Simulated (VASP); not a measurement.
A run of VASP 6.6.1:

Contents of INCAR:

```
ALGO     = Normal         # electronic algorithm
EDIFF    = 1E-6           # SCF threshold, eV
ENCUT    = 600            # plane-wave cutoff, eV
GGA      = PS             # functional
GGA_COMPAT= F            
ISIF     = 2              # what is computed and relaxed
ISMEAR   = 0              # smearing method
LASPH    = T              # aspherical terms in the spheres
LCHARG   = F              # write CHGCAR
LREAL    = F              # projectors in reciprocal space
LWAVE    = F              # write WAVECAR
NBANDS   = 15             # bands
NELM     = 120            # most SCF steps
PREC     = Accurate       # precision mode
SIGMA    = 0.1            # smearing width, eV
```

KPOINTS

```
k-points
0
Gamma
  8 8 8
```

The input POSCAR:

```
TaN
1.0
    0.0000000000      2.2203990515      2.2203990515
    2.2203990515      0.0000000000      2.2203990515
    2.2203990515      2.2203990515      0.0000000000
Ta N
1 1
Direct
    0.0000000000      0.0000000000      0.0000000000
    0.5000000000      0.5000000000      0.5000000000
```

Potentials or basis: VASP PAW PBE potentials, release 64 (Ta_pv, N).

Launch:

```bash
$ cat potpaw_PBE.64/Ta_pv/POTCAR potpaw_PBE.64/N/POTCAR > POTCAR
$ mpirun -np 1 vasp_std > vasp.out
```

Hardware: 1 thread of Intel Xeon 8259CL (shared host).

Q: How long does it take, and how much memory?

A: Run time: 23 s on 1 thread of Intel Xeon 8259CL, on a shared host, peak memory 0.16 GiB. Counts: scf iterations 12, k points 29.
